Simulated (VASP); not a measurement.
SiGe: single point with PBEsol

SiGe:

```xyz
4
Lattice="3.9006 0.0000 0.0000 -1.9503 3.3780 0.0000 0.0000 0.0000 5.9601" Properties=species:S:1:pos:R:3 pbc="T T T"
Si    1.9503    1.1260    5.2124
Si    0.0000    2.2520    2.2323
Ge    1.9503    1.1260    2.9828
Ge    0.0000    2.2520    0.0027
```

This cell differs from its parent crystal: strain -0.0750 x Voigt [0, 0, 1, 0, 0, 0].

```json
{
 "Program": "VASP 6.6.1",
 "Task": "single point",
 "Functional": "PBEsol",
 "Potentials or basis": "VASP PAW PBE potentials, release 64 (Si, Ge_d)",
 "Cutoff": "520 eV",
 "k mesh": "12 × 12 × 6",
 "Occupations": "gaussian, width 0.03 eV",
 "Spin": "no spin polarisation",
 "Dipole correction": "no",
 "Further INCAR settings": "ALGO = Normal; EDIFF = 1e-06; NBANDS = 26"
}
```

```yaml
Pressure: 8.6 GPa
Largest_force: 1.284 eV/Å
Band_gap_on_the_k_mesh: zero (band 18 reaches 6.43 eV, above the bottom of band 19 at 6.23 eV)
```

Forces on the atoms (eV/Å):
```
Si   0.000  0.000  1.284
Si   0.000  0.000  1.284
Ge   0.000  0.000 -1.284
Ge   0.000  0.000 -1.284
```

Stress tensor (GPa, compression positive):
```
 1.17  0.00  0.00
 0.00  1.17  0.00
 0.00  0.00 23.44
```

Levels at points of the mesh, in eV from the Fermi level:
```tsv
k point	band 14	band 15	band 16	band 17	band 18	band 19	band 20	band 21	band 22	band 23
(0.00, 0.00, 0.00)	-2.06	-2.06	-0.18	-0.12	0.15	0.15	1.64	1.64	2.53	3.83
(0.50, 0.00, 0.00)	-6.15	-5.20	-3.65	-3.36	-1.36	-0.04	2.39	3.04	3.42	5.85
(0.00, 0.00, 0.50)	-4.31	-1.25	-1.25	-1.25	-1.25	0.96	0.96	2.95	2.95	2.95
(0.50, 0.00, 0.50)	-7.83	-2.79	-2.79	-2.40	-2.40	0.74	0.74	2.16	2.16	6.17
```

Wall time 73 s on 1 thread of Intel(R) Xeon(R) Platinum 8559C (Emerald Rapids), on a shared host, peak memory 0.27 GiB.

Caveat: the cell differs from its parent crystal (strain -0.0750 x Voigt [0, 0, 1, 0, 0, 0]); the PAW data sets were made with another functional, which shifts forces and pressure a little.
